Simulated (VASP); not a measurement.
A run of VASP 6.6.1 is set up as follows.

File INCAR:

```
PREC = Accurate
ENCUT = 520
EDIFF = 1E-7
ISMEAR = -1
SIGMA = 0.1
LREAL = False
LASPH = True
NELM = 100
ALGO = Normal
ISIF = 2
LWAVE = False
LCHARG = True
GGA = PE
LELF = True
LVHAR = True
NBANDS = 18
```

KPOINTS

```
regular mesh
0
Gamma
  18 18 10
```

The input POSCAR:

```
Ag
1.0
    2.4504466473      0.0000000000      0.0000000000
   -1.2252233237      2.1221490472      0.0000000000
    0.0000000000      0.0000000000      4.0170614583
Ag
2
Direct
    0.3333333333      0.6666666667      0.2500000000
    0.6666666667      0.3333333333      0.7500000000
```

Potentials or basis: VASP PAW PBE potentials, release 64 (Ag).

Launch:

```sh
$ cat potpaw_PBE.64/Ag/POTCAR > POTCAR
$ mpirun -np 1 vasp_std > vasp.out
```

Q: What does it give for the pressure?

A: 219.0 GPa.

Q: Estimate the band gap on the k mesh.

A: Zero (bands 11 and 12 overlap by 10.51 eV).

Stress tensor (GPa, compression positive):
```
218.98   0.00   0.00
  0.00 218.98   0.00
  0.00   0.00 219.16
```

Caveat: the cell stands under pressure.
